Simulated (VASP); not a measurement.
Wanted: the native input for a VASP 6.6.1 run.

| Quantity | Value |
| --- | --- |
| Task | relaxation of shape and atoms at fixed volume |
| Functional | PBE |
| Potentials or basis | VASP PAW PBE potentials, release 64 (P) |
| Cutoff | 600 eV |
| k mesh | 22 × 22 × 24 |
| Occupations | gaussian, width 0.1 eV |
| Spin | no spin polarisation |
| Dipole correction | no |
| Further INCAR settings | ALGO = Normal; EDIFF = 1e-06; IBRION = 2; EDIFFG = -0.01; NSW = 50; ISIF = 4 |

The structure of P lies in POSCAR:

```
P
1.0
    2.3418919438      0.0000000000      0.0000000000
    0.0000000000      2.3418919438      0.0000000000
    0.0000000000      0.0000000000      2.3445104930
P
1
Direct
    0.0000000000      0.0000000000      0.5000000000
```

This isn't the form of P at room conditions, which is orthorhombic.

The input as run:

INCAR

```
SYSTEM = P
PREC = Accurate
ENCUT = 600
EDIFF = 1E-6
ISMEAR = 0
SIGMA = 0.1
LREAL = .FALSE.
LASPH = .TRUE.
NELM = 60
ALGO = Normal
ISIF = 4
LWAVE = .FALSE.
LCHARG = .FALSE.
GGA = PE
IBRION = 2
NSW = 50
EDIFFG = -0.01
```

KPOINTS

```
Automatic mesh
0
G
  22 22 24
  0 0 0
```

Potentials or basis: VASP PAW PBE potentials, release 64 (P).

Command:

```bash
$ cat potpaw_PBE.64/P/POTCAR > POTCAR
$ mpirun -np 1 vasp_std > vasp.out
```

It gave:

```yaml
Energy_gained_by_relaxing: 0.0 meV/atom
Ionic_steps: 2
Pressure_after_relaxing: 19.1 GPa
Band_gap_on_the_k_mesh: zero (an odd number of electrons rules out a gap without spin polarisation)
```

Wall time 76 s on 1 thread of Intel Xeon 8259CL, with other jobs on the host, peak memory 0.2 GiB.
